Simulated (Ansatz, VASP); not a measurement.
BiTe in VASP and in Ansatz

Contents of INCAR:

```
  PREC = Accurate
  ENCUT = 520
  EDIFF = 1E-7
  ISMEAR = -1
  SIGMA = 0.15
  LREAL = F
  LASPH = T
  NELM = 80
  ALGO = Normal
  ISIF = 2
  LWAVE = F
  LCHARG = F
  GGA = CA
  NBANDS = 18
```

KPOINTS

```
regular mesh
0
Gamma
  7 7 7
```

File POSCAR:

```
BiTe
1.0
    2.4227077700      1.3987509800      3.3172919500
   -2.4227077700      1.3987509800      3.3172919500
    0.0000000000     -2.7975019700      3.3172919500
Bi Te
1 1
Direct
    0.4976169226      0.4976169226      0.5047661562
    0.0000000000      0.0000000000      0.0000000000
```

Input for Ansatz:

```yaml
crystal:
  lattice:
    - [2.42270777, 1.39875098, 3.31729195]
    - [-2.42270777, 1.39875098, 3.31729195]
    - [0.0, -2.79750197, 3.31729195]
  atoms:
    - { symbol: Bi, position: [0.4976169226424428, 0.4976169226424428, 0.5047661562223679] }
    - { symbol: Te, position: [0.0, 0.0, 0.0] }
basis:
  ecutwfc: 462.593566181796
kpoints:
  mp_grid:
    grid: [7, 7, 7]
hamiltonian:
  xc: lda
scf:
  occupations:
    method: fermi_dirac
    width: 0.15
output:
  forces: true
```

Alike in both runs: task single point; functional LDA; k mesh 7 × 7 × 7; occupations fermi-dirac, width 0.15 eV; no spin polarisation.

```csv
,VASP,Ansatz
version,VASP 6.6.1,Ansatz 0.2.0
potentials or method,"VASP PAW LDA potentials, release 64 (Bi_d, Te), cutoff 520 eV","plane waves, PAW"
valence electrons in the cell,21,31
```

VASP gave:

| Property | Result |
| --- | --- |
| rms of the force components (eV/Å) | 0.018 |

Q: Estimate Ansatz's values.

A: rms of the force components (eV/Å): 0.017.

LDA's correlation is that of Perdew and Zunger in VASP and of Perdew and Wang (1992) in Ansatz. Atom by atom the forces differ by 0.001 eV/Å (rms over components). VASP's potentials hold 21 valence electrons a cell and Ansatz's 31, so a difference there can come from the potentials and not from the codes.

Spin-orbit coupling is off throughout.
